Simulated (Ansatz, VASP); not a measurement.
## Two plane-wave programs on BN

```xyz
48
Lattice="3.7474 -2.1635 -6.6357 3.7474 -2.1635 6.6357 -7.4947 -4.3271 0.0000" Properties=species:S:1:pos:R:3 pbc="T T T"
B     0.0000   -7.2118    1.6589
B    -3.7474   -5.0483    1.6589
B    -1.2491   -5.0483    1.6589
B    -1.2491   -5.0483   -4.9768
B    -2.4982   -2.8847    1.6589
B     1.2491   -5.0483    1.6589
B     3.7474   -5.0483    1.6589
B     0.0000   -2.8847    1.6589
B     2.4982   -2.8847    1.6589
B     2.4982   -2.8847   -4.9768
B     1.2491   -0.7212    1.6589
B     4.9965   -2.8847    1.6589
B    -2.4982   -5.7694   -1.6589
B    -2.4982   -5.7694    4.9768
B    -3.7474   -3.6059   -1.6589
B     0.0000   -5.7694   -1.6589
B     2.4982   -5.7694   -1.6589
B    -1.2491   -3.6059   -1.6589
B     1.2491   -3.6059   -1.6589
B     1.2491   -3.6059    4.9768
B     0.0000   -1.4424   -1.6589
B     3.7474   -3.6059   -1.6589
B     6.2456   -3.6059   -1.6589
B     2.4982   -1.4424   -1.6589
N    -3.7474   -5.0483   -1.6589
N     0.0000   -7.2118   -1.6589
N    -1.2491   -5.0483    4.9768
N    -1.2491   -5.0483   -1.6589
N     1.2491   -5.0483   -1.6589
N    -2.4982   -2.8847   -1.6589
N     0.0000   -2.8847   -1.6589
N     3.7474   -5.0483   -1.6589
N     2.4982   -2.8847    4.9768
N     2.4982   -2.8847   -1.6589
N     4.9965   -2.8847   -1.6589
N     1.2491   -0.7212   -1.6589
N    -2.4982   -5.7694   -4.9768
N    -2.4982   -5.7694    1.6589
N     0.0000   -5.7694    1.6589
N    -3.7474   -3.6059    1.6589
N    -1.2491   -3.6059    1.6589
N     2.4982   -5.7694    1.6589
N     1.2491   -3.6059   -4.9768
N     1.2491   -3.6059    1.6589
N     3.7474   -3.6059    1.6589
N     0.0000   -1.4424    1.6589
N     2.4982   -1.4424    1.6589
N     6.2456   -3.6059    1.6589
```

Alike in both runs: task single point; functional PBE; k mesh 2 × 2 × 2; occupations gaussian, width 0.05 eV; no spin polarisation.

```csv
,VASP,Ansatz
version,VASP 6.6.1,Ansatz 0.2.0
potentials or method,"VASP PAW PBE potentials, release 64 (B, N), cutoff 520 eV","scalar-relativistic, plane waves, PAW"
valence electrons in the cell,192,192
```

```tsv
	VASP	Ansatz	Ansatz less VASP
gap on the k mesh at the Fermi level (eV)	4.29	4.29	+0.008
```

With one functional, cell and mesh, what is left measures potentials, basis and numerics. Ansatz's warnings: structure snapped to symmetry.

The k mesh is coarse, so the values compare programs but aren't converged.
